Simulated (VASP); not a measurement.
Pd, 1 atom in the cell. It takes space group Im-3m (No. 229, cubic). The conventional cell has a = 3.169 Å, b = 3.169 Å, c = 3.169 Å, α = 90.00°, β = 90.00°, γ = 90.00°. Pd (site symmetry m-3m) has 14 Pd at 2.74 to 3.17 Å within 3.6 Å. 

- Program: VASP 6.6.1
- Task: single point
- Functional: PBE
- Potentials or basis: VASP PAW PBE potentials, release 64 (Pd)
- Cutoff: 500 eV
- k mesh: 8 × 8 × 8
- Occupations: fermi-dirac, width 0.1 eV
- Spin: collinear spin, zero start
- Starting moments: [0.0] μB
- Dipole correction: no
- Further INCAR settings: ALGO = Normal; EDIFF = 1e-06; NBANDS = 15

Potentials or basis: VASP PAW PBE potentials, release 64 (Pd).

Run with:

```sh
$ cat potpaw_PBE.64/Pd/POTCAR > POTCAR
$ mpirun -np 1 vasp_std > vasp.out
```

Hardware: 1 thread of AMD EPYC 7R13 (shared host).

Estimate the wall time of this run.

It took 25 s on 1 thread of AMD EPYC 7R13, with other jobs on the host, peak memory 0.1 GiB. Counts: scf iterations 11, k points 29.
